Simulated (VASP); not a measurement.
# As2Se (I4_1/amd) in VASP: notebook

As2Se is run at these levels: PBE; tasks: relaxation of shape and atoms at fixed volume, relaxation of cell and atoms.

Everything below comes from runs of VASP 6.6.1. Logs are shortened: lines on timing, memory, paths and dates and some standing lists are left out, and cuts for length are marked.

## 1. The cell of the first run

Symmetry: I4_1/amd, No. 141, tetragonal system. The conventional cell has a = 7.008 Å, b = 7.008 Å, c = 5.226 Å, α = 90.00°, β = 90.00°, γ = 90.00°. Within 3.8 Å of As (site symmetry 2/m) lie 4 Se at 2.63 to 3.71 Å and 6 As at 2.80 to 3.50 Å. Se (site symmetry -4m2) has 4 As at 2.63 Å within 3.5 Å.

## 2. Relaxation of shape and atoms at fixed volume, PBE (21.39 Å³/atom)

INCAR reads:

```
SYSTEM = As2Se
ALGO = Normal ; EDIFF = 1E-6
EDIFFG = -0.01 ; ENCUT = 600
GGA = PE ; IBRION = 2
ISIF = 4 ; ISMEAR = 0
LASPH = .TRUE. ; LCHARG = .FALSE.
LREAL = .FALSE. ; LWAVE = .FALSE.
NELM = 60 ; NSW = 50
PREC = Accurate ; SIGMA = 0.1
```

KPOINTS reads:

```
k-points
0
G
  8 8 8
  0 0 0
```

POSCAR reads:

```
As2Se
1.0
   -3.5042318444      3.5042318444      2.6128335363
    3.5042318444     -3.5042318444      2.6128335363
    3.5042318444      3.5042318444     -2.6128335363
As Se
4 2
Direct
    0.8750000000      0.1250000000      0.7500000000
    0.3750000000      0.1250000000      0.2500000000
    0.8750000000      0.6250000000      0.7500000000
    0.8750000000      0.1250000000      0.2500000000
    0.5000000000      0.5000000000      0.0000000000
    0.2500000000      0.7500000000      0.5000000000
```

Potentials or basis: VASP PAW PBE potentials, release 64 (As, Se).

Run with:

```bash
$ cat potpaw_PBE.64/As/POTCAR potpaw_PBE.64/Se/POTCAR > POTCAR
$ mpirun -np 1 vasp_std > vasp.out
```

OUTCAR:

```text
SYSTEM = As2Se
   EDIFF = 1E-6
   EDIFFG = -0.01
   ENCUT = 600
   GGA = PE
   IBRION = 2
   ISIF = 4
   ISMEAR = 0
   LASPH = .TRUE.
   LREAL = .FALSE.
   NELM = 60
   NSW = 50
   PREC = Accurate

 ion  position               nearest neighbor table
   1  0.875  0.125  0.750-   5 2.63   6 2.63   4 2.80   4 2.80   3 2.80   3 2.80
   2  0.375  0.125  0.250-   5 2.63   6 2.63   3 2.80   4 2.80   4 2.80   3 2.80
   3  0.875  0.625  0.750-   5 2.63   6 2.63   1 2.80   2 2.80   1 2.80   2 2.80
   4  0.875  0.125  0.250-   6 2.63   5 2.63   2 2.80   1 2.80   1 2.80   2 2.80
   5  0.500  0.500  0.000-   4 2.63   2 2.63   3 2.63   1 2.63
   6  0.250  0.750  0.500-   1 2.63   2 2.63   3 2.63   4 2.63

  LATTYP: Found a body centered tetragonal cell.
 ALAT       =     7.0084636888
 C/A-ratio  =     0.7456223367

  Lattice vectors:

 A1 = (  -3.5042318444,   3.5042318444,   2.6128335363)
 A2 = (   3.5042318444,  -3.5042318444,   2.6128335363)
 A3 = (   3.5042318444,   3.5042318444,  -2.6128335363)

Analysis of symmetry for initial positions (statically):
=====================================================================
 Subroutine PRICEL returns:
 Original cell was already a primitive cell.

 Routine SETGRP: Setting up the symmetry group for a
 body centered tetragonal supercell.

 Subroutine GETGRP returns: Found 16 space group operations
 (whereof  8 operations were pure point group operations)
 out of a pool of 16 trial point group operations.

The static configuration has the point symmetry D_2d.
 The point group associated with its full space group is D_4h.

Analysis of symmetry for dynamics (positions and initial velocities):
=====================================================================
 Subroutine PRICEL returns:
 Original cell was already a primitive cell.

 Routine SETGRP: Setting up the symmetry group for a
 body centered tetragonal supercell.

 Subroutine GETGRP returns: Found 16 space group operations
 (whereof  8 operations were pure point group operations)
 out of a pool of 16 trial point group operations.

The dynamic configuration has the point symmetry D_2d.
 The point group associated with its full space group is D_4h.

 Subroutine INISYM returns: Found 16 space group operations
 (whereof  8 operations are pure point group operations),
 and found     1 'primitive' translations

----------------------------------------------------------------------------------------

                                     Primitive cell

  volume of cell :     128.3386

  direct lattice vectors                    reciprocal lattice vectors
    -3.504231844  3.504231844  2.612833536     0.000000000  0.142684623  0.191363129
     3.504231844 -3.504231844  2.612833536     0.142684623  0.000000000  0.191363129
     3.504231844  3.504231844 -2.612833536     0.142684623  0.142684623  0.000000000

  length of vectors
     5.602337077  5.602337077  5.602337077     0.238702218  0.238702218  0.201786529

  position of ions in fractional coordinates (direct lattice)
     0.875000000  0.125000000  0.750000000
     0.375000000  0.125000000  0.250000000
     0.875000000  0.625000000  0.750000000
     0.875000000  0.125000000  0.250000000
     0.500000000  0.500000000  0.000000000
     0.250000000  0.750000000  0.500000000

  ion indices of the primitive-cell ions
   primitive index   ion index
                 1           1
                 2           2
                 3           3
                 4           4
                 5           5
                 6           6

----------------------------------------------------------------------------------------

 KPOINTS: k-points

Automatic generation of k-mesh.
 Grid dimensions read from file:
 generate k-points for:    8    8    8

 Generating k-lattice:

  Cartesian coordinates                     Fractional coordinates (reciprocal lattice)
     0.000000000  0.017835578  0.023920391     0.125000000  0.000000000 -0.000000000
     0.017835578  0.000000000  0.023920391     0.000000000  0.125000000 -0.000000000
     0.017835578  0.017835578  0.000000000     0.000000000  0.000000000  0.125000000

  Length of vectors
     0.029837777  0.029837777  0.025223316

  Shift w.r.t. Gamma in fractional coordinates (k-lattice)
     0.000000000  0.000000000  0.000000000

 Subroutine IBZKPT returns following result:
 ===========================================

 Found     59 irreducible k-points:

 Following reciprocal coordinates:
            Coordinates               Weight
  0.000000  0.000000  0.000000      1.000000
  0.125000 -0.000000  0.000000      8.000000
  0.250000 -0.000000  0.000000      8.000000
  0.375000 -0.000000  0.000000      8.000000
  0.500000 -0.000000  0.000000      4.000000
  0.125000  0.125000  0.000000      8.000000
[... 16 lines left out ...]
  0.250000  0.125000  0.125000     16.000000
  0.375000  0.125000  0.125000      8.000000
 [... further k-points ...]
   k-points           NKPTS =     59   k-points in BZ     NKDIM =     59   number of bands    NBANDS=     20
   number of dos      NEDOS =    301   number of ions     NIONS =      6
   total plane-waves  NPLWV = 110592
   dimension x,y,z NGX =    48 NGY =   48 NGZ =   48
   dimension x,y,z NGXF=    96 NGYF=   96 NGZF=   96
   ions per type =               4   2
   NGX,Y,Z   is equivalent  to a cutoff of  14.24, 14.24, 14.24 a.u.
   NGXF,Y,Z  is equivalent  to a cutoff of  28.49, 28.49, 28.49 a.u.
 SYSTEM =  As2Se
   PREC   = accura    normal or accurate (medium, high low for compatibility)
   ISTART =      0    job   : 0-new  1-cont  2-samecut
   ICHARG =      2    charge: 1-file 2-atom 10-const
   ISPIN  =      1    spin polarized calculation?
   LNONCOLLINEAR =      F non collinear calculations
   LSORBIT =      F    spin-orbit coupling
   LASPH  =      T    aspherical Exc in radial PAW
   ENCUT  =  600.0 eV  44.10 Ry    6.64 a.u.  11.19 11.19 11.19*2*pi/ulx,y,z
   NELM   =     60;   NELMIN=  2; NELMDL= -5     # of ELM steps
   EDIFF  = 0.1E-05   stopping-criterion for ELM
   LREAL  =      F    real-space projection
   EDIFFG = -.1E-01   stopping-criterion for IOM
   NSW    =     50    number of steps for IOM
   IBRION =      2    ionic relax: 0-MD 1-quasi-New 2-CG
   NFREE  =      1    steps in history (QN), initial steepest desc. (CG)
   ISIF   =      4    stress and relaxation
   ISYM   =      2    0-nonsym 1-usesym 2-fastsym
   POTIM  = 0.5000    time-step for ionic-motion
   TEBEG  =    0.0;   TEEND  =   0.0 temperature during run
   PSTRESS=    0.0 pullay stress
   NELECT =      32.0000    total number of electrons
   NUPDOWN=      -1.0000    fix difference up-down
   EMIN   =  10.00;   EMAX   =-10.00  energy-range for DOS
   EFERMI =   0.00;   METHOD = LEGACY
   ISMEAR =     0;   SIGMA  =   0.10  broadening in eV -4-tet -1-fermi 0-gaus
   EFERMI_NEDOS =   21; number of points for ismear=-14 and -15
   IALGO  =     38    algorithm
   IMIX   =      4    mixing-type and parameters
     AMIX     =   0.40;   BMIX     =  1.00
     AMIX_MAG =   1.60;   BMIX_MAG =  1.00
  volume/ion in A,a.u.               =      21.39       144.35
  Fermi-wavevector in a.u.,A,eV,Ry     =   1.030400  1.947173 14.445624  1.061723
  Thomas-Fermi vector in A             =   2.164496
   LORBIT       =      0    0 simple, 1 ext, 2 COOP (PROOUT), +10 PAW based schemes
   GGA     = PE    functional components
   LHFCALC =     F    Hartree Fock is set to
   AEXX    =    0.0000 exact exchange contribution
   IVDW    =     0    specifies the selected vdW correction
   LEPSILON=     F    determine dielectric tensor
   LRPA    =     F    only Hartree local field effects (RPA)
 conjugate gradient relaxation of ions
 non-spin polarized calculation
 Gauss-broadening in eV      SIGMA  =   0.10
  energy-cutoff  :      600.00
  volume of cell :      128.34
 maximum number of plane-waves:      4298
 NGX is ok and might be reduce to    48
   NGX = 23   NGY = 23   NGZ = 23

--------------------------------------- Ionic step        1  -------------------------------------------

 number of electron      32.0000001 magnetization

 Free energy of the ion-electron system (eV)
  ---------------------------------------------------
  ext. energy  EPLUGINS =         0.00000000
  ---------------------------------------------------
  free energy    TOTEN  =       -25.20409965 eV

  energy without entropy =      -25.19270124  energy(sigma->0) =      -25.19840045

------------------------ aborting loop because EDIFF is reached ----------------------------------------

  FORCE on cell =-STRESS in cart. coord.  units (eV):
  Direction    XX          YY          ZZ          XY          YZ          ZX
  --------------------------------------------------------------------------------------
  -------------------------------------------------------------------------------------
  Total        1.7207982      1.7207982      2.3646275      0.0000000     -0.0000000      0.0000000
  in kB       21.4824162     21.4824162     29.5199708      0.0000000     -0.0000000      0.0000000
  external PRESSURE =      24.1616011 kB  Pullay stress =       0.0000000 kB
[... 65 lines left out ...]
  energy  without entropy=      -25.1943011364  energy(sigma->0) =      -25.19999863

--------------------------------------- Ionic step        3  -------------------------------------------

 number of electron      32.0000000 magnetization

 Free energy of the ion-electron system (eV)
  ---------------------------------------------------
  ext. energy  EPLUGINS =         0.00000000
  ---------------------------------------------------
  free energy    TOTEN  =       -25.20617914 eV

  energy without entropy =      -25.19470880  energy(sigma->0) =      -25.20044397

 E-fermi :   5.1068     XC(G=0): -10.0695

 val. band max:        5.0605958211   @ k =   0.5000  -0.0000   0.0000
 cond. band min:       5.1094313100   @ k =   0.5000   0.5000   0.1250
 fundamental gap:      0.0488354889
 Fermi energy:         5.1068236250

 k-point     1 :       0.0000    0.0000    0.0000
  band No.  band energies     occupation
      1     -10.2172      2.00000
      2      -7.9453      2.00000
      3      -5.3666      2.00000
      4      -5.3666      2.00000
      5      -5.3544      2.00000
      6      -3.6513      2.00000
[... 12 lines left out ...]
     19       8.1872      0.00000
[... 513 lines left out ...]
      4      -6.7120      2.00000
      5      -4.6258      2.00000
      6      -3.0683      2.00000
[... 12 lines left out ...]
     19       7.0524      0.00000
     20       7.6227      0.00000

 [... further k-points ...]

------------------------ aborting loop because EDIFF is reached ----------------------------------------

  FORCE on cell =-STRESS in cart. coord.  units (eV):
  Direction    XX          YY          ZZ          XY          YZ          ZX
  --------------------------------------------------------------------------------------
  -------------------------------------------------------------------------------------
  Total        1.7969922      1.7969922      1.8019571      0.0000000      0.0000000      0.0000000
  in kB       22.4336206     22.4336206     22.4956023      0.0000000      0.0000000      0.0000000
  external PRESSURE =      22.4542812 kB  Pullay stress =       0.0000000 kB
[... 21 lines left out ...]
  FREE ENERGIE OF THE ION-ELECTRON SYSTEM (eV)
  ---------------------------------------------------
  free  energy   TOTEN  =       -25.2061791389 eV

  energy  without entropy=      -25.1947088005  energy(sigma->0) =      -25.20044397

 reached required accuracy - stopping structural energy minimisation
```

Wall time 9.2 min (1 thread of Intel Xeon Platinum 8488C (Sapphire Rapids), shared host); peak memory 0.44 GiB.

What came out:

* Free energy: -25.2062 eV
* Energy gained by relaxing: 0.3 meV/atom
* Ionic steps: 3
* Pressure after relaxing: 2.2 GPa
* Band gap on the k mesh: zero (bands 16 and 17 overlap by 0.41 eV)

Step by step:
| step | energy change (eV) | largest force (eV/Å) | pressure (GPa) | volume (Å³) |
| --- | --- | --- | --- | --- |
| 1 | 0.0000 | 0.0000 | 2.42 | 128.34 |
| 2 | -0.0016 | 0.0000 | 2.33 | 128.34 |
| 3 | -0.0021 | 0.0000 | 2.25 | 128.34 |

Final structure:
```
As Se
1.0
    -3.49277    3.49277    2.63001
     3.49277   -3.49277    2.63001
     3.49277    3.49277   -2.63001
As Se
4 2
Direct
  0.87500 0.12500 0.75000
  0.37500 0.12500 0.25000
  0.87500 0.62500 0.75000
  0.87500 0.12500 0.25000
  0.50000 0.50000 0.00000
  0.25000 0.75000 0.50000
```

Levels at points of the mesh, in eV from the Fermi level:
```csv
k point,band 12,band 13,band 14,band 15,band 16,band 17,band 18,band 19,band 20
"(0.00, 0.00, 0.00)",-2.96,-2.96,-2.80,-2.80,-1.03,2.43,3.08,3.08,3.40
"(0.50, 0.00, 0.00)",-2.56,-1.80,-1.49,-0.52,-0.05,0.19,0.49,1.53,2.60
"(0.50, 0.50, 0.00)",-2.32,-1.42,-1.42,-1.19,-1.19,-0.06,-0.06,1.88,1.88
"(0.50, 0.50, 0.50)",-2.51,-0.73,-0.73,-0.35,-0.35,0.35,0.35,0.45,0.45
```

## 3. Relaxation of cell and atoms, PBE

This run uses another cell than the first one, of 22.04 Å³/atom.

INCAR reads:

```
PREC     = Accurate       # precision mode
ENCUT    = 600            # plane-wave cutoff, eV
EDIFF    = 1E-6           # SCF threshold, eV
ISMEAR   = 0              # smearing method
SIGMA    = 0.1            # smearing width, eV
LREAL    = False          # projectors in reciprocal space
LASPH    = True           # aspherical terms in the spheres
NELM     = 100            # most SCF steps
ALGO     = Normal         # electronic algorithm
ISIF     = 3              # what is computed and relaxed
LWAVE    = False          # write WAVECAR
LCHARG   = False          # write CHGCAR
GGA      = PE             # functional
IBRION   = 2              # ionic algorithm
NSW      = 100            # ionic steps
EDIFFG   = -0.005         # ionic threshold
```

KPOINTS reads:

```
regular mesh
0
Gamma
  8 8 8
```

POSCAR: that of step 2 with these lines changed.

```diff
@@ -2,5 +2,5 @@
 1.0
-   -3.5042318444      3.5042318444      2.6128335363
-    3.5042318444     -3.5042318444      2.6128335363
-    3.5042318444      3.5042318444     -2.6128335363
+   -3.5294180000      3.5294180000      2.6535710000
+    3.5294180000     -3.5294180000      2.6535710000
+    3.5294180000      3.5294180000     -2.6535710000
 As Se
```

Potentials or basis: VASP PAW PBE potentials, release 64 (As, Se).

Run with:

```bash
$ cat potpaw_PBE.64/As/POTCAR potpaw_PBE.64/Se/POTCAR > POTCAR
$ mpirun -np 1 vasp_std > vasp.out
```

Wall time 13 min (1 thread of Intel Xeon Platinum 8488C (Sapphire Rapids), shared host); peak memory 0.45 GiB.

It converged, with:

- Free energy: -25.2344 eV
- Relaxed volume: 22.08 Å³/atom
- Relaxed cell: a = 5.662 Å, b = 5.662 Å, c = 5.662 Å, α = 102.57°, β = 102.57°, γ = 124.39°
- Space group after relaxing (to 0.1 Å): I4_1/amd (No. 141)
- Energy gained by relaxing: 0.2 meV/atom
- Ionic steps: 6
- Pressure after relaxing: 0.0 GPa
- Band gap on the k mesh: zero (bands 16 and 17 overlap by 0.41 eV)

The path:
```tsv
step	energy change (eV)	largest force (eV/Å)	pressure (GPa)	volume (Å³)
1	0.0000	0.0000	0.01	132.22
2	-0.0010	0.0000	0.06	132.24
3	-0.0013	0.0000	0.10	132.26
4	-0.0013	0.0000	0.11	132.26
5	-0.0013	0.0000	-0.06	132.59
6	-0.0014	0.0000	0.00	132.46
```

Final structure:
```cif
data_structure
_symmetry_space_group_name_H-M 'P 1'
_symmetry_Int_Tables_number 1
_cell_length_a 5.6616
_cell_length_b 5.6616
_cell_length_c 5.6616
_cell_angle_alpha 102.566
_cell_angle_beta 102.566
_cell_angle_gamma 124.393
_cell_volume 132.46
loop_
_atom_site_label
_atom_site_type_symbol
_atom_site_fract_x
_atom_site_fract_y
_atom_site_fract_z
_atom_site_occupancy
As1 As 0.87500 0.12500 0.75000 1
As2 As 0.37500 0.12500 0.25000 1
As3 As 0.87500 0.62500 0.75000 1
As4 As 0.87500 0.12500 0.25000 1
Se1 Se 0.50000 0.50000 0.00000 1
Se2 Se 0.25000 0.75000 0.50000 1
```

Levels at points of the mesh, in eV from the Fermi level:
| k point | band 12 | band 13 | band 14 | band 15 | band 16 | band 17 | band 18 | band 19 | band 20 |
| --- | --- | --- | --- | --- | --- | --- | --- | --- | --- |
| (0.00, 0.00, 0.00) | -2.90 | -2.90 | -2.64 | -2.64 | -1.08 | 2.34 | 2.99 | 2.99 | 3.48 |
| (0.50, 0.00, 0.00) | -2.41 | -1.76 | -1.45 | -0.48 | 0.00 | 0.19 | 0.51 | 1.47 | 2.63 |
| (0.50, 0.50, 0.00) | -2.25 | -1.34 | -1.34 | -1.15 | -1.15 | -0.05 | -0.05 | 1.85 | 1.85 |
| (0.50, 0.50, 0.50) | -2.42 | -0.67 | -0.67 | -0.34 | -0.34 | 0.25 | 0.25 | 0.41 | 0.41 |

The gap in the log of VASP goes by the Fermi energy; the results here count the filled bands.